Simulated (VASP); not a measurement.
A run of VASP 6.6.1:

The input INCAR:

```
SYSTEM = CsSnI3
PREC = Accurate
ENCUT = 520
EDIFF = 1E-7
ISMEAR = 0
SIGMA = 0.012
LREAL = .FALSE.
LASPH = .TRUE.
NELM = 100
ALGO = Normal
ISIF = 2
LWAVE = .FALSE.
LCHARG = .FALSE.
GGA = PE
NBANDS = 30
```

Contents of KPOINTS:

```
Automatic mesh
0
G
  5 5 5
  0 0 0
```

The input POSCAR:

```
CsSnI3
1.0
    6.2057000000      0.0000000000      0.0000000000
    0.0000000000      6.2057000000      0.0000000000
    0.0000000000      0.0000000000      6.2057000000
Cs I Sn
1 3 1
Direct
    0.0000000000      0.0000000000      0.0000000000
    0.5000000000      0.5000000000      0.0000000000
    0.5000000000      0.0000000000      0.5000000000
    0.0000000000      0.5000000000      0.5000000000
    0.5000000000      0.5000000000      0.5000000000
```

Potentials or basis: VASP PAW PBE potentials, release 64 (Cs_sv, I, Sn_d).

Command:

```sh
$ cat potpaw_PBE.64/Cs_sv/POTCAR potpaw_PBE.64/I/POTCAR potpaw_PBE.64/Sn_d/POTCAR > POTCAR
$ mpirun -np 1 vasp_std > vasp.out
```

Hardware: 1 thread of Intel(R) Xeon(R) 6975P-C (Granite Rapids), on a shared host.

Problem. Estimate the wall time of this run.

Solution. Wall time 47 s on 1 thread of Intel(R) Xeon(R) 6975P-C (Granite Rapids), on a shared host, peak memory 0.35 GiB. Counts: scf iterations 17, k points 10.
